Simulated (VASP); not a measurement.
# Os (P6_3/mmc) in VASP: further runs

Os is run at these levels: LDA; tasks: single point.

Program: VASP 6.6.1. These are calculated values, not measurements. Logs are shortened: lines on timing, memory, paths and dates and some standing lists are left out, and cuts for length are marked.

## (1) The cell of the first run

Symmetry: P6_3/mmc, No. 194, hexagonal system. The conventional cell has a = 2.697 Å, b = 2.697 Å, c = 4.261 Å, α = 90.00°, β = 90.00°, γ = 120.00°. Within 3.5 Å of Os (site symmetry -6m2) lie 12 Os at 2.64 to 2.70 Å.

## (2) Single point, LDA, non-collinear spin, zero start, spin-orbit coupling

Input file INCAR:

```
SYSTEM = Os
ALGO = Fast ; EDIFF = 1E-7
ENCUT = 520 ; GGA = CA
GGA_COMPAT = .FALSE. ; ISIF = 2
ISMEAR = -1 ; LASPH = .TRUE.
LCHARG = .TRUE. ; LMAXMIX = 4
LNONCOLLINEAR = .TRUE. ; LORBIT = 11
LORBMOM = .TRUE. ; LREAL = .FALSE.
LSORBIT = .TRUE. ; LVHAR = .TRUE.
LWAVE = .FALSE. ; MAGMOM = 0 0 0 0 0 0
NBANDS = 28 ; NELM = 150
PREC = Accurate ; SIGMA = 0.05
```

Input file KPOINTS:

```
k-points
0
G
  11 11 6
  0 0 0
```

Input file POSCAR:

```
Os
1.0
    2.6971481730      0.0000000000      0.0000000000
   -1.3485740865      2.3357988356      0.0000000000
    0.0000000000      0.0000000000      4.2613185190
Os
2
Direct
    0.6666666667      0.3333333333      0.7500000000
    0.3333333333      0.6666666667      0.2500000000
```

Potentials or basis: VASP PAW LDA potentials, release 64 (Os).

On the command line:

```sh
$ cat potpaw_LDA.64/Os/POTCAR > POTCAR
$ mpirun -np 1 vasp_ncl > vasp.out
```

OUTCAR:

```text
SYSTEM = Os
   EDIFF = 1E-7
   ENCUT = 520
   GGA = CA
   ISIF = 2
   ISMEAR = -1
   LASPH = .TRUE.
   LNONCOLLINEAR = .TRUE.
   LORBIT = 11
   LREAL = .FALSE.
   LSORBIT = .TRUE.
   NELM = 150
   PREC = Accurate

 ion  position               nearest neighbor table
   1  0.667  0.333  0.750-   2 2.64   2 2.64   2 2.64   2 2.64   2 2.64   2 2.64
   2  0.333  0.667  0.250-   1 2.64   1 2.64   1 2.64   1 2.64   1 2.64   1 2.64

  LATTYP: Found a hexagonal cell.
 ALAT       =     2.6971481730
 C/A-ratio  =     1.5799348963

  Lattice vectors:

 A1 = (   2.6971481730,   0.0000000000,   0.0000000000)
 A2 = (  -1.3485740865,   2.3357988356,   0.0000000000)
 A3 = (   0.0000000000,   0.0000000000,   4.2613185190)

Analysis of symmetry for initial positions (statically):
=====================================================================
 Subroutine PRICEL returns:
 Original cell was already a primitive cell.

 Routine SETGRP: Setting up the symmetry group for a
 hexagonal supercell.

 Subroutine GETGRP returns: Found 24 space group operations
 (whereof 12 operations were pure point group operations)
 out of a pool of 24 trial point group operations.

The static configuration has the point symmetry D_3d.
 The point group associated with its full space group is D_6h.

Analysis of symmetry for dynamics (positions and initial velocities):
=====================================================================
 Subroutine PRICEL returns:
 Original cell was already a primitive cell.

 Routine SETGRP: Setting up the symmetry group for a
 hexagonal supercell.

 Subroutine GETGRP returns: Found 24 space group operations
 (whereof 12 operations were pure point group operations)
 out of a pool of 24 trial point group operations.

The dynamic configuration has the point symmetry D_3d.
 The point group associated with its full space group is D_6h.

Analysis of structural, dynamic, and magnetic symmetry:
=====================================================================
 Subroutine PRICEL returns:
 Original cell was already a primitive cell.

 Routine SETGRP: Setting up the symmetry group for a
 hexagonal supercell.

 Subroutine GETGRP returns: Found 24 space group operations
 (whereof 12 operations were pure point group operations)
 out of a pool of 24 trial point group operations.

The overall configuration has the point symmetry D_3d.
 The point group associated with its full space group is D_6h.

 Subroutine INISYM returns: Found 24 space group operations
 (whereof 12 operations are pure point group operations),
 and found     1 'primitive' translations

----------------------------------------------------------------------------------------

                                     Primitive cell

  volume of cell :      26.8463

  direct lattice vectors                    reciprocal lattice vectors
     2.697148173  0.000000000  0.000000000     0.370761981  0.214059530  0.000000000
    -1.348574086  2.335798836  0.000000000     0.000000000  0.428119059  0.000000000
     0.000000000  0.000000000  4.261318519     0.000000000  0.000000000  0.234669151

  length of vectors
     2.697148173  2.697148173  4.261318519     0.428119059  0.428119059  0.234669151

  position of ions in fractional coordinates (direct lattice)
     0.666666667  0.333333333  0.750000000
     0.333333333  0.666666667  0.250000000

  ion indices of the primitive-cell ions
   primitive index   ion index
                 1           1
                 2           2

----------------------------------------------------------------------------------------

 KPOINTS: k-points

Automatic generation of k-mesh.
 Grid dimensions read from file:
 generate k-points for:   11   11    6

 Generating k-lattice:

  Cartesian coordinates                     Fractional coordinates (reciprocal lattice)
     0.033705635  0.019459957  0.000000000     0.090909091 -0.000000000  0.000000000
     0.000000000  0.038919914  0.000000000     0.000000000  0.090909091  0.000000000
     0.000000000  0.000000000  0.039111525     0.000000000  0.000000000  0.166666667

  Length of vectors
     0.038919914  0.038919914  0.039111525

  Shift w.r.t. Gamma in fractional coordinates (k-lattice)
     0.000000000  0.000000000  0.000000000

 Subroutine IBZKPT returns following result:
 ===========================================

 Found     64 irreducible k-points:

 Following reciprocal coordinates:
            Coordinates               Weight
  0.000000  0.000000  0.000000      1.000000
  0.090909 -0.000000  0.000000      6.000000
  0.181818 -0.000000  0.000000      6.000000
  0.272727 -0.000000  0.000000      6.000000
[... 47 lines left out ...]
   POTIM  = 0.5000    time-step for ionic-motion
   TEBEG  =    0.0;   TEEND  =   0.0 temperature during run
   PSTRESS=    0.0 pullay stress
   NELECT =      16.0000    total number of electrons
   NUPDOWN=      -1.0000    fix difference up-down
   EMIN   =  10.00;   EMAX   =-10.00  energy-range for DOS
   EFERMI =   0.00;   METHOD = LEGACY
   ISMEAR =    -1;   SIGMA  =   0.05  broadening in eV -4-tet -1-fermi 0-gaus
   EFERMI_NEDOS =   21; number of points for ismear=-14 and -15
   IALGO  =     68    algorithm
   IMIX   =      4    mixing-type and parameters
     AMIX     =   0.40;   BMIX     =  1.00
     AMIX_MAG =   1.60;   BMIX_MAG =  1.00
  volume/ion in A,a.u.               =      13.42        90.58
  Fermi-wavevector in a.u.,A,eV,Ry     =   1.377696  2.603468 25.824489  1.898046
  Thomas-Fermi vector in A             =   2.502826
   LORBIT       =     11    0 simple, 1 ext, 2 COOP (PROOUT), +10 PAW based schemes
   GGA     = CA    functional components
   LHFCALC =     F    Hartree Fock is set to
   AEXX    =    0.0000 exact exchange contribution
   IVDW    =     0    specifies the selected vdW correction
   LEPSILON=     F    determine dielectric tensor
   LRPA    =     F    only Hartree local field effects (RPA)
 RMM-DIIS sequential band-by-band and
  energy-cutoff  :      520.00
  volume of cell :       26.85
 maximum number of plane-waves:      1482
 NGX is ok and might be reduce to    20
   NGX =  9   NGY =  9   NGZ = 15

 number of electron      15.9999999 magnetization       0.0000000      0.0000000      0.0000000

 number of electron      15.9999999 magnetization      -0.0000000      0.0000000      0.0000000

 number of electron      15.9999999 magnetization      -0.0000000     -0.0000000      0.0000000

 Free energy of the ion-electron system (eV)
  ---------------------------------------------------
  ext. energy  EPLUGINS =         0.00000000
  ---------------------------------------------------
  free energy    TOTEN  =       -25.93178685 eV

  energy without entropy =      -25.91907169  energy(sigma->0) =      -25.92542927

 E-fermi :  10.0534     XC(G=0): -14.4126

 val. band max:        9.9803445224   @ k =   0.1818   0.0909   0.0000
 cond. band min:      10.0601762541   @ k =   0.2727  -0.0000   0.1667
 fundamental gap:      0.0798317317
 Fermi energy:        10.0533822746

 k-point     1 :       0.0000    0.0000    0.0000
  band No.  band energies     occupation
      1      -1.1969      1.00000
      2      -1.1969      1.00000
      3       1.8663      1.00000
      4       1.8663      1.00000
      5       6.3627      1.00000
      6       6.3627      1.00000
[... 733 lines left out ...]
     27      25.5187      0.00000
     28      25.5187      0.00000

 [... further k-points ...]

------------------------ aborting loop because EDIFF is reached ----------------------------------------

  FORCE on cell =-STRESS in cart. coord.  units (eV):
  Direction    XX          YY          ZZ          XY          YZ          ZX
  --------------------------------------------------------------------------------------
  -------------------------------------------------------------------------------------
  Total        1.8376717      1.8376717      1.8679995     -0.0000000     -0.0000000      0.0000000
  in kB      109.6716239    109.6716239    111.4815783     -0.0000000     -0.0000000      0.0000000
  external PRESSURE =     110.2749420 kB  Pullay stress =       0.0000000 kB

 VOLUME and BASIS-vectors are now :
 -----------------------------------------------------------------------------
  energy-cutoff  :      520.00
  volume of cell :       26.85
      direct lattice vectors                 reciprocal lattice vectors
     2.697148173  0.000000000  0.000000000     0.370761981  0.214059530  0.000000000
    -1.348574086  2.335798836  0.000000000     0.000000000  0.428119059  0.000000000
     0.000000000  0.000000000  4.261318519     0.000000000  0.000000000  0.234669151

 POSITION                                       TOTAL-FORCE (eV/Angst)
 -----------------------------------------------------------------------------------
      1.34857      0.77860      3.19599         0.000000     -0.000000      0.000000
     -0.00000      1.55720      1.06533        -0.000000      0.000000     -0.000000
 -----------------------------------------------------------------------------------
    total drift:                                0.000000     -0.000000      0.000000

  FREE ENERGIE OF THE ION-ELECTRON SYSTEM (eV)
  ---------------------------------------------------
  free  energy   TOTEN  =       -25.9317868484 eV

  energy  without entropy=      -25.9190716906  energy(sigma->0) =      -25.92542927

 orbital moment (x)

 # of ion     p       d       tot
 ----------------------------------------
  1        -0.000   0.000   0.000
  2        -0.000  -0.000  -0.000
 ----------------------------------------
           -0.000  -0.000  -0.000

 orbital moment (y)

 # of ion     p       d       tot
 ----------------------------------------
  1         0.000   0.000   0.000
  2         0.000   0.000   0.000
 ----------------------------------------
            0.000   0.000   0.000

 orbital moment (z)

 # of ion     p       d       tot
 ----------------------------------------
  1         0.000   0.000   0.000
  2        -0.000   0.000  -0.000
 ----------------------------------------
           -0.000   0.000  -0.000

 Spin-Orbit-Coupling matrix elements

 Ion:    1  E_soc:     -0.6625448
 l=   1
     0.0000000    -0.0469730    -0.0459242
    -0.0469730     0.0000000    -0.0469730
    -0.0459242    -0.0469730     0.0000000
 l=   2
     0.0000000    -0.0130665     0.0000000    -0.0130665    -0.0512067
    -0.0130665     0.0000000    -0.0369584    -0.0140129    -0.0130665
     0.0000000    -0.0369584     0.0000000    -0.0369584     0.0000000
    -0.0130665    -0.0140129    -0.0369584     0.0000000    -0.0130665
    -0.0512067    -0.0130665     0.0000000    -0.0130665     0.0000000
 l=   3
     0.0000000     0.0000000     0.0000000     0.0000000     0.0000000     0.0000000     0.0000000
     0.0000000     0.0000000     0.0000000     0.0000000     0.0000000     0.0000000     0.0000000
     0.0000000     0.0000000     0.0000000     0.0000000     0.0000000     0.0000000     0.0000000
     0.0000000     0.0000000     0.0000000     0.0000000     0.0000000     0.0000000     0.0000000
     0.0000000     0.0000000     0.0000000     0.0000000     0.0000000     0.0000000     0.0000000
     0.0000000     0.0000000     0.0000000     0.0000000     0.0000000     0.0000000     0.0000000
     0.0000000     0.0000000     0.0000000     0.0000000     0.0000000     0.0000000     0.0000000

 Ion:    2  E_soc:     -0.6625448
 l=   1
     0.0000000    -0.0469730    -0.0459242
    -0.0469730     0.0000000    -0.0469730
    -0.0459242    -0.0469730     0.0000000
 l=   2
     0.0000000    -0.0130665     0.0000000    -0.0130665    -0.0512067
    -0.0130665     0.0000000    -0.0369584    -0.0140129    -0.0130665
     0.0000000    -0.0369584     0.0000000    -0.0369584     0.0000000
    -0.0130665    -0.0140129    -0.0369584     0.0000000    -0.0130665
    -0.0512067    -0.0130665     0.0000000    -0.0130665     0.0000000
 l=   3
     0.0000000     0.0000000     0.0000000     0.0000000     0.0000000     0.0000000     0.0000000
     0.0000000     0.0000000     0.0000000     0.0000000     0.0000000     0.0000000     0.0000000
     0.0000000     0.0000000     0.0000000     0.0000000     0.0000000     0.0000000     0.0000000
     0.0000000     0.0000000     0.0000000     0.0000000     0.0000000     0.0000000     0.0000000
     0.0000000     0.0000000     0.0000000     0.0000000     0.0000000     0.0000000     0.0000000
     0.0000000     0.0000000     0.0000000     0.0000000     0.0000000     0.0000000     0.0000000
     0.0000000     0.0000000     0.0000000     0.0000000     0.0000000     0.0000000     0.0000000

 total charge

# of ion       s       p       d       tot
------------------------------------------
    1        0.686   0.845   6.282   7.813
    2        0.686   0.845   6.282   7.813
--------------------------------------------------
tot          1.371   1.690  12.564  15.626

 magnetization (x)

# of ion       s       p       d       tot
------------------------------------------
    1       -0.000   0.000  -0.000  -0.000
    2        0.000  -0.000  -0.000  -0.000
--------------------------------------------------
tot          0.000  -0.000  -0.000  -0.000

 magnetization (y)

# of ion       s       p       d       tot
------------------------------------------
    1       -0.000   0.000   0.000   0.000
    2       -0.000   0.000   0.000   0.000
--------------------------------------------------
tot         -0.000   0.000   0.000   0.000

 magnetization (z)

# of ion       s       p       d       tot
------------------------------------------
    1        0.000   0.000   0.000   0.000
    2        0.000   0.000   0.000   0.000
--------------------------------------------------
tot          0.000   0.000   0.000   0.000
```

It took 3.1 min on 1 thread of AMD EPYC 7R13, shared host; peak memory 0.18 GiB.

What came out:

| Item | Value |
| --- | --- |
| Free energy | -25.9318 eV |
| Pressure | 11.0 GPa |
| Net moment | 0.00 μB per cell |
| Valence electrons inside the program's atomic spheres | Os 7.81 |

Stress tensor (GPa, compression positive):
```
10.97  0.00  0.00
 0.00 10.97  0.00
 0.00  0.00 11.15
```

Moments on the atoms (μB; x, y, z):
```
Os  0.00 0.00 0.00
Os  0.00 0.00 0.00
```

(Continued in part 2 of 2.)
